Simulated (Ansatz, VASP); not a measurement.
**Two plane-wave programs on AgO**

```
Ag O
1.0
     0.00000    2.54205    2.16074
     2.54205    0.00000    2.16074
     2.54205    2.54205    0.00000
Ag O
1 1
Direct
  0.00000 0.00000 0.00000
  0.75000 0.75000 0.75000
```

Alike in both runs: task single point; functional PBEsol; k mesh 18 × 18 × 18; occupations gaussian, width 0.15 eV; no spin polarisation.

```csv
,VASP,Ansatz
version,VASP 6.6.1,Ansatz 0.2.0
potentials or method,"VASP PAW PBE potentials, release 64 (Ag, O), cutoff 520 eV","scalar-relativistic, plane waves, PAW"
valence electrons in the cell,17,25
```

VASP gave:

| Property | Result |
| --- | --- |
| gap on the k mesh at the Fermi level (eV) | none |
| pressure (GPa) | 8.6 |
| traceless stress, the component that is largest in VASP (GPa) | -2.70 |

Question: Which values does Ansatz return?

Answer: gap on the k mesh at the Fermi level (eV): none; pressure (GPa): 8.8; traceless stress, the component that is largest in VASP (GPa): -2.71.

VASP's potentials were made for PBE, not for PBEsol. A gap of «none» marks a metal or a gap that the smearing closes. The functional is the same, so the differences come from potentials, cutoffs and numerics. VASP's potentials hold 17 valence electrons a cell and Ansatz's 25, so a difference there can come from the potentials and not from the codes.
